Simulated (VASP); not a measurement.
# Y in VASP: a series of runs

Y is run at these levels: PBE; tasks: single point.

All numbers are computed with VASP 6.6.1; they aren't measurements. Logs are shortened: lines on timing, memory, paths and dates and some standing lists are left out, and cuts for length are marked.

## 1. The cell of the first run

The cell holds a sheet with vacuum, 2 atoms: a = 3.225 Å, b = 3.225 Å, c = 29.539 Å, α = 90.00°, β = 90.00°, γ = 90.00°.

## 2. Single point, PBE

Contents of INCAR:

```
SYSTEM = Y
PREC = Accurate
ENCUT = 520
EDIFF = 1E-6
ISMEAR = 0
SIGMA = 0.1
LREAL = .False.
LASPH = .True.
NELM = 60
ALGO = Normal
ISIF = 2
LWAVE = .False.
LCHARG = .False.
LDIPOL = .True.
IDIPOL = 3
DIPOL = 0.5 0.5 0.288
GGA = PE
NBANDS = 18
```

Contents of KPOINTS:

```
Automatic mesh
0
Gamma
  18 18 1
  0 0 0
```

Contents of POSCAR:

```
Y
1.0
    3.2254258614      0.0000000000      0.0000000000
    0.0000000000      3.2254258614      0.0000000000
    0.0000000000      0.0000000000     29.5394658800
Y
2
Direct
    0.5000000000      0.5000000000      0.3450223512
    0.5000000000      0.5000000000      0.2304789144
```

Potentials or basis: VASP PAW PBE potentials, release 64 (Y_sv).

Launch:

```bash
> cat potpaw_PBE.64/Y_sv/POTCAR > POTCAR
> mpirun -np 1 vasp_std > vasp.out
```

OUTCAR:

```text
SYSTEM = Y
   PREC = Accurate
   ENCUT = 520
   EDIFF = 1E-6
   ISMEAR = 0
   LREAL = .False.
   LASPH = .True.
   NELM = 60
   ISIF = 2
   GGA = PE

 ion  position               nearest neighbor table
   1  0.500  0.500  0.345-   2 3.38
   2  0.500  0.500  0.230-   1 3.38

  LATTYP: Found a simple tetragonal cell.
 ALAT       =     3.2254258614
 C/A-ratio  =     9.1583149480

  Lattice vectors:

 A1 = (   3.2254258614,   0.0000000000,   0.0000000000)
 A2 = (   0.0000000000,   3.2254258614,   0.0000000000)
 A3 = (   0.0000000000,   0.0000000000,  29.5394658800)

Analysis of symmetry for initial positions (statically):
=====================================================================
 Subroutine PRICEL returns:
 Original cell was already a primitive cell.

 Routine SETGRP: Setting up the symmetry group for a
 simple tetragonal supercell.

 Subroutine GETGRP returns: Found 16 space group operations
 (whereof  8 operations were pure point group operations)
 out of a pool of 16 trial point group operations.

The static configuration has the point symmetry C_4v.
 The point group associated with its full space group is D_4h.

Analysis of symmetry for dynamics (positions and initial velocities):
=====================================================================
 Subroutine PRICEL returns:
 Original cell was already a primitive cell.

 Routine SETGRP: Setting up the symmetry group for a
 simple tetragonal supercell.

 Subroutine GETGRP returns: Found 16 space group operations
 (whereof  8 operations were pure point group operations)
 out of a pool of 16 trial point group operations.

The dynamic configuration has the point symmetry C_4v.
 The point group associated with its full space group is D_4h.

 Subroutine INISYM returns: Found 16 space group operations
 (whereof  8 operations are pure point group operations),
 and found     1 'primitive' translations

----------------------------------------------------------------------------------------

                                     Primitive cell

  volume of cell :     307.3101

  direct lattice vectors                    reciprocal lattice vectors
     3.225425861  0.000000000  0.000000000     0.310036579  0.000000000  0.000000000
     0.000000000  3.225425861  0.000000000     0.000000000  0.310036579  0.000000000
[... 89 lines left out ...]
   IBRION =     -1    ionic relax: 0-MD 1-quasi-New 2-CG
   NFREE  =      0    steps in history (QN), initial steepest desc. (CG)
   ISIF   =      2    stress and relaxation
   ISYM   =      2    0-nonsym 1-usesym 2-fastsym
   POTIM  = 0.5000    time-step for ionic-motion
   TEBEG  =    0.0;   TEEND  =   0.0 temperature during run
   PSTRESS=    0.0 pullay stress
   NELECT =      22.0000    total number of electrons
   NUPDOWN=      -1.0000    fix difference up-down
   EMIN   =  10.00;   EMAX   =-10.00  energy-range for DOS
   EFERMI =   0.00;   METHOD = LEGACY
   ISMEAR =     0;   SIGMA  =   0.10  broadening in eV -4-tet -1-fermi 0-gaus
   EFERMI_NEDOS =   21; number of points for ismear=-14 and -15
   IALGO  =     38    algorithm
   IMIX   =      4    mixing-type and parameters
     AMIX     =   0.40;   BMIX     =  1.00
     AMIX_MAG =   1.60;   BMIX_MAG =  1.00
  volume/ion in A,a.u.               =     153.66      1036.92
  Fermi-wavevector in a.u.,A,eV,Ry     =   0.679762  1.284564  6.286928  0.462076
  Thomas-Fermi vector in A             =   1.758054
   LORBIT       =      0    0 simple, 1 ext, 2 COOP (PROOUT), +10 PAW based schemes
   GGA     = PE    functional components
   LHFCALC =     F    Hartree Fock is set to
   AEXX    =    0.0000 exact exchange contribution
   IVDW    =     0    specifies the selected vdW correction
   LEPSILON=     F    determine dielectric tensor
   LRPA    =     F    only Hartree local field effects (RPA)
 non-spin polarized calculation
 Gauss-broadening in eV      SIGMA  =   0.10
  energy-cutoff  :      520.00
  volume of cell :      307.31
 maximum number of plane-waves:      8357
 NGX is ok and might be reduce to    24
   NGX = 11   NGY = 11   NGZ =109

 dipolmoment           0.000000      0.000000      0.000013 electrons x Angstroem

 number of electron      22.0000000 magnetization

 dipolmoment           0.000000      0.000000     -0.000001 electrons x Angstroem

 Free energy of the ion-electron system (eV)
  ---------------------------------------------------
  ext. energy  EPLUGINS =         0.00000000
  ---------------------------------------------------
  free energy    TOTEN  =       -10.45233554 eV

  energy without entropy =      -10.43730729  energy(sigma->0) =      -10.44482142

 E-fermi :  -1.9740     XC(G=0):  -2.6293

 val. band max:       -1.9947251109   @ k =   0.4444   0.2222   0.0000
 cond. band min:      -1.9695897789   @ k =   0.1111   0.0000   0.0000
 fundamental gap:      0.0251353320
 Fermi energy:        -1.9739973383

 k-point     1 :       0.0000    0.0000    0.0000
  band No.  band energies     occupation
      1     -45.1081      2.00000
      2     -45.0861      2.00000
      3     -25.3080      2.00000
      4     -25.0545      2.00000
      5     -24.6600      2.00000
      6     -24.6600      2.00000
[... 481 lines left out ...]
      5     -25.1910      2.00000
      6     -24.9856      2.00000
[... 10 lines left out ...]
     17       0.6668      0.00000
     18       1.2016      0.00000

 [... further k-points ...]

------------------------ aborting loop because EDIFF is reached ----------------------------------------

 vacuum level on the upper side and lower side of the slab       (xc-potential included)        -0.005        -0.005

  FORCE on cell =-STRESS in cart. coord.  units (eV):
  Direction    XX          YY          ZZ          XY          YZ          ZX
  --------------------------------------------------------------------------------------
  -------------------------------------------------------------------------------------
  Total       -0.2827025     -0.2827025      0.2704712      0.0000000      0.0000000      0.0000000
  in kB       -1.4738844     -1.4738844      1.4101159      0.0000000      0.0000000      0.0000000
  external PRESSURE =      -0.5125510 kB  Pullay stress =       0.0000000 kB

 VOLUME and BASIS-vectors are now :
 -----------------------------------------------------------------------------
  energy-cutoff  :      520.00
  volume of cell :      307.31
      direct lattice vectors                 reciprocal lattice vectors
     3.225425861  0.000000000  0.000000000     0.310036579  0.000000000  0.000000000
     0.000000000  3.225425861  0.000000000     0.000000000  0.310036579  0.000000000
     0.000000000  0.000000000 29.539465880     0.000000000  0.000000000  0.033853016

 POSITION                                       TOTAL-FORCE (eV/Angst)
 -----------------------------------------------------------------------------------
      1.61271      1.61271     10.19178         0.000000      0.000000      0.080889
      1.61271      1.61271      6.80822         0.000000      0.000000     -0.080889
 -----------------------------------------------------------------------------------
    total drift:                                0.000000     -0.000000     -0.000013

  FREE ENERGIE OF THE ION-ELECTRON SYSTEM (eV)
  ---------------------------------------------------
  free  energy   TOTEN  =       -10.4523355424 eV

  energy  without entropy=      -10.4373072925  energy(sigma->0) =      -10.44482142

 vacuum level on the upper side and lower side of the slab         1.437         1.437
```

stdout:

```text
POSCAR found type information on POSCAR Y
 POSCAR found :  1 types and       2 ions
 scaLAPACK will be used
 LDA part: xc-table for (Slater+PW92), standard interpolation
 POSCAR, INCAR and KPOINTS ok, starting setup
 FFT: planning ... GRIDC
 FFT: planning ... GRID_SOFT
 FFT: planning ... GRID
 WAVECAR not read
 entering main loop
```

Run time: 4 min. Hardware: 1 thread of Intel Xeon 6975P-C (Granite Rapids), shared host; peak memory 0.52 GiB.

Results:

```yaml
Free_energy: -10.4523 eV
Largest_force: 0.081 eV/Å
Band_gap_on_the_k_mesh: zero (band 11 reaches -1.80 eV, above the bottom of band 12 at -2.24 eV)
```

Forces on the atoms (eV/Å):
```
Y    0.000  0.000  0.081
Y    0.000  0.000 -0.081
```

## 3. Single point, PBE

This run uses another cell than the first one, of 157.47 Å³/atom, 1.025 times its volume.

Contents of INCAR:

```
PREC = Accurate
ENCUT = 520
EDIFF = 1E-6
ISMEAR = 0
SIGMA = 0.1
LREAL = False
LASPH = True
NELM = 60
ALGO = Normal
ISIF = 2
LWAVE = False
LCHARG = False
LDIPOL = True
IDIPOL = 3
DIPOL = 0.5 0.5 0.278
GGA = PE
NBANDS = 18
```

Contents of KPOINTS:

```
regular mesh
0
Gamma
  18 18 1
```

Contents of POSCAR:

```
Y
1.0
    3.2099074660      0.0000000000      0.0000000000
    0.0000000000      3.2099074660      0.0000000000
    0.0000000000      0.0000000000     30.5671038863
Y
2
Direct
    0.5000000000      0.5000000000      0.3342804320
    0.5000000000      0.5000000000      0.2218730087
```

Potentials or basis: VASP PAW PBE potentials, release 64 (Y_sv).

Launch:

```bash
> cat potpaw_PBE.64/Y_sv/POTCAR > POTCAR
> mpirun -np 1 vasp_std > vasp.out
```

Wall time 6.6 min (1 thread of Intel Xeon 6975P-C (Granite Rapids), shared host); peak memory 0.52 GiB.

It converged, with:

| Quantity | Value |
| --- | --- |
| Free energy | -10.4559 eV |
| Band gap on the k mesh | zero (band 11 reaches -1.81 eV, above the bottom of band 12 at -2.31 eV) |

Forces in eV/Å, atoms in the order of the input:
```
Y    0.000  0.000 -0.003
Y    0.000  0.000  0.003
```

Levels at points of the mesh, in eV from the Fermi level:
```tsv
k point	band 7	band 8	band 9	band 10	band 11	band 12	band 13	band 14	band 15	band 16
(0.00, 0.00, 0.00)	-22.64	-22.64	-3.83	-2.71	-0.46	-0.30	-0.23	0.25	0.46	3.28
(0.50, 0.00, 0.00)	-22.59	-22.57	-1.17	-1.01	-0.28	0.23	0.72	0.92	2.63	2.98
(0.50, 0.50, 0.00)	-23.12	-22.93	-1.58	-1.13	0.20	0.20	1.53	1.61	1.61	4.14
```
